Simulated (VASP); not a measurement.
A run of VASP 6.6.1 is set up as follows.

INCAR

```
SYSTEM = Cu
PREC     = Accurate       ! precision mode
ENCUT    = 520            ! plane-wave cutoff, eV
EDIFF    = 1E-7           ! SCF threshold, eV
ISMEAR   = -1             ! smearing method
SIGMA    = 0.08           ! smearing width, eV
LREAL    = .False.        ! projectors in reciprocal space
LASPH    = .True.         ! aspherical terms in the spheres
NELM     = 60             ! most SCF steps
ALGO     = Normal         ! electronic algorithm
ISIF     = 2              ! what is computed and relaxed
LWAVE    = .False.        ! write WAVECAR
LCHARG   = .False.        ! write CHGCAR
GGA      = PE             ! functional
NBANDS   = 18             ! bands
```

File KPOINTS:

```
Automatic mesh
0
Gamma
  13 13 13
  0 0 0
```

Contents of POSCAR:

```
Cu
1.0
    0.0000000000      2.2576522150      2.2576522150
    2.2576522150      0.0000000000      2.2576522150
    2.2576522150      2.2576522150      0.0000000000
Cu
2
Direct
   -0.1250000000     -0.1250000000     -0.1250000000
    0.1250000000      0.1250000000      0.1250000000
```

Potentials or basis: VASP PAW PBE potentials, release 64 (Cu).

Command:

```sh
$ cat potpaw_PBE.64/Cu/POTCAR > POTCAR
$ mpirun -np 1 vasp_std > vasp.out
```

Question: Estimate the band gap on the k mesh.

Answer: Zero (band 11 reaches 9.15 eV, above the bottom of band 12 at 8.12 eV).

Question: Predict the pressure.

Answer: 98.0 GPa.
